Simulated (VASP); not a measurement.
The system is SrVO3.

```
Sr V O
1.0
     3.84090    0.00000    0.00000
     0.00000    3.84090    0.00000
     0.00000    0.00000    3.84090
Sr V O
1 1 3
Direct
  0.50000 0.50000 0.50000
  0.00000 0.00000 0.00000
  0.50000 0.00000 0.00000
  0.00000 0.50000 0.00000
  0.00000 0.00000 0.50000
```

Base run:

```yaml
Program: VASP 6.6.1
Functional: PBE
Potentials_or_basis: VASP PAW PBE potentials, release 64 (Sr_sv, V_sv, O)
Cutoff: 520 eV
k_mesh: 6 × 6 × 6
Occupations: fermi-dirac, width 0.3 eV
Spin: collinear spin, ferromagnetic start
Starting_moments: "[0.0, 1.5, 0.0, 0.0, 0.0] μB"
```

Its results: pressure 4.5 GPa; net moment 0.00 μB per cell.

Problem. The run is repeated on the same cell with these changes: occupations from fermi-dirac, width 0.3 eV to fermi-dirac, width 0.2 eV. What comes out?

Solution. Pressure 3.9 GPa; net moment 0.00 μB per cell.

Caveats: the cell stands under pressure; so wide a smearing shifts energies and pressures (at least some runs).
